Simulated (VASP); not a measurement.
The system is Y.

```xyz
2
Lattice="3.6474 0.0000 0.0000 -1.8237 3.1587 0.0000 0.0000 0.0000 5.7306" Properties=species:S:1:pos:R:3 pbc="T T T"
Y     1.8237    1.0529    4.2980
Y     0.0000    2.1058    1.4326
```

```yaml
Program: VASP 6.6.1
Task: relaxation of cell and atoms
Functional: RPBE
Potentials_or_basis: VASP PAW PBE potentials, release 64 (Y_sv)
Cutoff: 600 eV
k_mesh: 8 × 8 × 5
Occupations: fermi-dirac, width 0.05 eV
Spin: no spin polarisation
```

At the start: pressure 1.3 GPa; volume 33.01 Å³/atom.

**Question.** How do energy, volume and symmetry change on relaxing?

**Answer.** Over 10 steps the energy falls by 4.5 meV/atom and the volume is 34.09 Å³/atom (+3.3 %); space group P6_3/mmc (No. 194, to 0.1 Å) before and after.

Step by step:
| step | energy change (eV) | largest force (eV/Å) | pressure (GPa) | volume (Å³) |
| --- | --- | --- | --- | --- |
| 1 | 0.0000 | 0.0000 | 1.29 | 66.02 |
| 2 | -0.0086 | 0.0000 | -0.22 | 68.60 |
| 3 | -0.0088 | 0.0000 | 0.05 | 68.21 |
| 4 | -0.0088 | 0.0000 | -0.08 | 68.30 |
| 5 | -0.0089 | 0.0000 | 0.03 | 68.13 |
| 6 | -0.0089 | 0.0000 | 0.07 | 68.09 |
| 7 | -0.0089 | 0.0000 | 0.07 | 68.12 |
| 8 | -0.0089 | 0.0000 | 0.03 | 68.13 |
| 9 | -0.0089 | 0.0000 | 0.04 | 68.12 |
| 10 | -0.0089 | 0.0000 | -0.01 | 68.18 |

Final structure:
```
CELL_PARAMETERS angstrom
3.69483 0.00000 0.00000
-1.84742 3.19982 0.00000
0.00000 0.00000 5.76643
ATOMIC_POSITIONS crystal
Y 0.66667 0.33333 0.75000
Y 0.33333 0.66667 0.25000
```

Caveat: the PAW data sets were made with another functional, which shifts forces and pressure a little.
